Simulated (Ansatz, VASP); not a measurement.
## One calculation of AlRu, two programs

File INCAR:

```
ALGO     = Fast           # electronic algorithm
EDIFF    = 1E-7           # SCF threshold, eV
ENCUT    = 520            # plane-wave cutoff, eV
GGA      = PE             # functional
ISIF     = 2              # what is computed and relaxed
ISMEAR   = 0              # smearing method
LASPH    = T              # aspherical terms in the spheres
LCHARG   = T              # write CHGCAR
LELF     = T              # ELF
LREAL    = F              # projectors in reciprocal space
LVHAR    = T            
LWAVE    = F              # write WAVECAR
NBANDS   = 16             # bands
NELM     = 80             # most SCF steps
PREC     = Accurate       # precision mode
SIGMA    = 0.15           # smearing width, eV
```

The input KPOINTS:

```
k-points
0
Gamma
  16 16 16
```

File POSCAR:

```
AlRu
1.0
    3.0364740000      0.0000000000      0.0000000000
    0.0000000000      3.0364740000      0.0000000000
    0.0000000000      0.0000000000      2.9467260000
Al Ru
1 1
Direct
    0.0000000000      0.0000000000      0.0000000000
    0.5000000000      0.5000000000      0.5000000000
```

Input for Ansatz:

```yaml
crystal:
  lattice:
    - [3.036474, 0.0, 0.0]
    - [0.0, 3.036474, 0.0]
    - [0.0, 0.0, 2.946726]
  atoms:
    - { symbol: Al, position: [0.0, 0.0, 0.0] }
    - { symbol: Ru, position: [0.5, 0.5, 0.5] }
basis:
  ecutwfc: 420
kpoints:
  mp_grid: { grid: [16, 16, 16] }
hamiltonian:
  xc: pbe
scf:
  occupations: { method: gaussian, width: 0.15 }
output:
  forces: true
  stress: true
  eigenvalues: true
```

Change from the starting cell: strain +0.015 along x and y, -0.015 along z, atoms carried along.

Alike in both runs: task single point; functional PBE; k mesh 16 × 16 × 16; occupations gaussian, width 0.15 eV; no spin polarisation.

|  | VASP | Ansatz |
| --- | --- | --- |
| version | VASP 6.6.1 | Ansatz 0.2.0 |
| potentials or method | VASP PAW PBE potentials, release 64 (Al, Ru_pv), cutoff 520 eV | scalar-relativistic, plane waves, PAW |
| valence electrons in the cell | 17 | 19 |

VASP gave:

| Quantity | Value |
| --- | --- |
| gap on the k mesh at the Fermi level (eV) | none |
| pressure (GPa) | -0.4 |
| traceless stress, the component that is largest in VASP (GPa) | 3.42 |

Q: Estimate Ansatz's values.

A: gap on the k mesh at the Fermi level (eV): none; pressure (GPa): -0.3; traceless stress, the component that is largest in VASP (GPa): 3.41.

A gap of «none» marks a metal or a gap that the smearing closes. With one functional, cell and mesh, what is left measures potentials, basis and numerics. VASP's potentials hold 17 valence electrons a cell and Ansatz's 19, so a difference there can come from the potentials and not from the codes.
